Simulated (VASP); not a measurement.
Write the native input for VASP 6.6.1 that does the following.

| Item | Value |
| --- | --- |
| Task | single point |
| Functional | PBEsol |
| Potentials or basis | VASP PAW PBE potentials, release 64 (B, Ti_sv) |
| Cutoff | 520 eV |
| k mesh | 10 × 9 × 1 |
| Occupations | gaussian, width 0.1 eV |
| Spin | no spin polarisation |
| Dipole correction | yes |
| Further INCAR settings | ALGO = Normal; EDIFF = 1e-06; NBANDS = 37 |

The structure of TiB2 lies in POSCAR:

```
TiB2
1.0
    3.0175895767      0.0000000000      0.0000000000
    0.0000000000      3.1847627212      0.0000000000
    0.0000000000      0.0000000000     23.9688246177
B Ti
6 3
Direct
    0.0000000000      0.5000000000      0.3546273184
    0.0000000000      0.5000000000      0.4273136592
    0.5000000000      0.5000000000      0.4636568296
    0.5000000000      0.5000000000      0.5367791173
    0.0000000000      0.5000000000      0.5729664751
    0.0000000000      0.5000000000      0.6431506315
    0.5000000000      0.0000000000      0.3909704888
    0.0000000000      0.0000000000      0.5003819943
    0.5000000000      0.0000000000      0.6125481600
```

The input as run:

INCAR

```
PREC = Accurate
ENCUT = 520
EDIFF = 1E-6
ISMEAR = 0
SIGMA = 0.1
LREAL = False
LASPH = True
NELM = 80
ALGO = Normal
ISIF = 2
LWAVE = False
LCHARG = False
LDIPOL = True
IDIPOL = 3
DIPOL = 0.5 0.5 0.500
GGA = PS
NBANDS = 37
```

KPOINTS

```
regular mesh
0
Gamma
  10 9 1
```

Potentials or basis: VASP PAW PBE potentials, release 64 (B, Ti_sv).

Command:

```bash
$ cat potpaw_PBE.64/B/POTCAR potpaw_PBE.64/Ti_sv/POTCAR > POTCAR
$ mpirun -np 1 vasp_std > vasp.out
```

Results of the run:

| Quantity | Value |
| --- | --- |
| Largest force | 1.038 eV/Å |
| Band gap on the k mesh | zero (band 27 reaches 0.38 eV, above the bottom of band 28 at -0.75 eV) |

Caveat: the PAW data sets were made with another functional, which shifts forces and pressure a little.

Run time: 8.7 min on 1 thread of Intel(R) Xeon(R) Platinum 8259CL CPU @ 2.50GHz (Skylake/Cascade Lake), with other jobs on the host, peak memory 0.43 GiB.
